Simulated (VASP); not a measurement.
Write the native input for VASP 6.6.1 that does the following.

* Task: single point
* Functional: LDA
* Potentials or basis: VASP PAW LDA potentials, release 64 (Ti_sv)
* Cutoff: 400 eV
* k mesh: 4 × 7 × 4
* Occupations: fermi-dirac, width 0.08 eV
* Spin: no spin polarisation
* Dipole correction: no
* Further INCAR settings: ALGO = Normal; EDIFF = 1e-06; NBANDS = 32

The structure of Ti lies in POSCAR:

```
Ti
1.0
    5.9000000000      0.0000000000      0.0000000000
   -1.4750000000      2.5547749412      0.0000000000
    0.0000000000      0.0000000000      4.6800000000
Ti
4
Direct
    0.1687059468      0.6356888718      0.2151365385
    0.6826466178      0.6877729117      0.2243356838
    0.3436429037      0.3724441573      0.7626004274
    0.8298622140      0.3002773307      0.7853311966
```

These files were run (other wordings do the same):

INCAR

```
ALGO = Normal ; EDIFF = 1E-6
ENCUT = 400 ; GGA = CA
GGA_COMPAT = F ; ISIF = 2
ISMEAR = -1 ; LASPH = T
LCHARG = F ; LREAL = F
LWAVE = F ; NBANDS = 32
NELM = 120 ; PREC = Accurate
SIGMA = 0.08
```

KPOINTS

```
k-points
0
Gamma
  4 7 4
```

Potentials or basis: VASP PAW LDA potentials, release 64 (Ti_sv).

Launch:

```console
$ cat potpaw_LDA.64/Ti_sv/POTCAR > POTCAR
$ mpirun -np 1 vasp_std > vasp.out
```

It gave:

```
Pressure               : -7.3 GPa
Largest force          : 1.593 eV/Å
Band gap on the k mesh : zero (band 24 reaches 8.34 eV, above the bottom of band 25 at 7.66 eV)
```

Caveat: forces of over 1 eV/Å act on the atoms, so gaps and moduli don't describe the material at rest.

It took 100 s on 1 thread of Intel Xeon 6975P-C, with other jobs on the host, peak memory 0.18 GiB.
